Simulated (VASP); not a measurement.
A run of VASP 6.6.1:

File POSCAR:

```
GaSb
1.0
    0.0000000000      3.0658787979      3.1885139498
    3.0658787979      0.0000000000      3.1885139498
    3.0658787979      3.0658787979      0.0000000000
Ga Sb
1 1
Direct
    0.0000000000      0.0000000000      0.0000000000
    0.2500000000      0.2500000000      0.2500000000
```

INCAR.step1

```
  ALGO = Normal
  EDIFF = 1E-4
  ENCUT = 520
  GGA = PE
  GGA_COMPAT = F
  ISMEAR = -1
  LASPH = T
  LCHARG = F
  LNONCOLLINEAR = T
  LREAL = F
  LSORBIT = T
  LWAVE = T
  MAGMOM = 0 0 0 0 0 0
  NBANDS = 30
  NELM = 150
  PREC = Accurate
  SIGMA = 0.02
```

The input INCAR.step2:

```
  ALGO = Normal
  EDIFF = 1E-6
  ENCUT = 520
  GGA_COMPAT = F
  ISIF = 2
  ISMEAR = -1
  ISTART = 1
  LASPH = T
  LCHARG = T
  LMIXTAU = T
  LNONCOLLINEAR = T
  LORBIT = 11
  LORBMOM = T
  LREAL = F
  LSORBIT = T
  LVHAR = T
  LWAVE = F
  MAGMOM = 0 0 0 0 0 0
  METAGGA = R2SCAN
  NBANDS = 30
  NELM = 150
  PREC = Accurate
  SIGMA = 0.02
```

The input KPOINTS:

```
k-points
0
Gamma
  8 8 8
```

Potentials or basis: VASP PAW PBE potentials, release 64 (Ga_d, Sb).

Command:

```sh
$ cat potpaw_PBE.64/Ga_d/POTCAR potpaw_PBE.64/Sb/POTCAR > POTCAR
$ cp INCAR.step1 INCAR
$ mpirun -np 1 vasp_ncl > vasp.out
$ cp INCAR.step2 INCAR
$ mpirun -np 1 vasp_ncl > vasp.out
```

Hardware: 1 thread of Intel(R) Xeon(R) 6975P-C (Granite Rapids) (shared host).

How long does it take, and how much memory?

It took 12 min on 1 thread of Intel(R) Xeon(R) 6975P-C (Granite Rapids) (shared host), peak memory 0.58 GiB. Counts: k points 87.
